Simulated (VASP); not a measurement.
## SrO: single point with PBE

Crystal: SrO.

```
Sr O
1.0
     4.27547    0.00000    0.00000
    -2.13773    3.70266    0.00000
     0.00000    0.00000    5.15559
Sr O
2 2
Direct
  0.33333 0.66667 0.93813
  0.66667 0.33333 0.43813
  0.34009 0.68017 0.43687
  0.67342 0.34684 0.93687
```

This cell differs from its parent crystal: all O atoms moved +0.050 Å, as atom 3 along Cartesian [0 1 0].

| Quantity | Value |
| --- | --- |
| Program | VASP 6.6.1 |
| Task | single point |
| Functional | PBE |
| Potentials or basis | VASP PAW PBE potentials, release 64 (Sr_sv, O) |
| Cutoff | 600 eV |
| k mesh | 6 × 6 × 6 |
| Occupations | gaussian, width 0.05 eV |
| Spin | no spin polarisation |
| Dipole correction | no |
| Further INCAR settings | ALGO = Normal; EDIFF = 1e-06; NBANDS = 24 |

```json
{"Pressure": "1.4 GPa", "Largest force": "0.262 eV/Å", "Band gap on the k mesh": "2.63 eV, direct"}
```

Forces in eV/Å, atoms in the order of the input:
```
Sr   0.000  0.233 -0.014
Sr   0.000  0.262 -0.014
O    0.000 -0.260  0.014
O    0.000 -0.235  0.014
```

Stress tensor (GPa, compression positive):
```
1.27 0.00 0.00
0.00 1.32 0.01
0.00 0.01 1.48
```

Levels at points of the mesh, in eV from the valence-band top:
```csv
k point,band 13,band 14,band 15,band 16,band 17,band 18,band 19,band 20
"(0.00, 0.00, 0.00)",-0.88,-0.88,-0.33,0.00,2.63,6.12,6.13,7.10
"(0.50, 0.00, 0.00)",-0.37,-0.36,-0.33,-0.27,4.30,4.81,5.10,7.13
"(0.00, 0.50, 0.00)",-0.37,-0.36,-0.32,-0.26,4.29,4.84,5.06,7.14
"(0.00, 0.00, 0.50)",-1.10,-1.10,-1.06,-1.05,4.33,4.33,7.81,7.81
"(0.50, 0.00, 0.50)",-0.89,-0.89,-0.43,-0.43,4.84,5.02,7.36,7.40
"(0.00, 0.50, 0.50)",-0.89,-0.89,-0.43,-0.43,4.75,5.10,7.34,7.42
```

Wall time 2 min on 1 thread of AMD EPYC 7R13 Processor (Zen 3) (shared host), peak memory 0.27 GiB.

Caveat: the cell differs from its parent crystal (all O atoms moved +0.050 Å, as atom 3 along Cartesian [0 1 0]). A k mesh can miss the band edges.
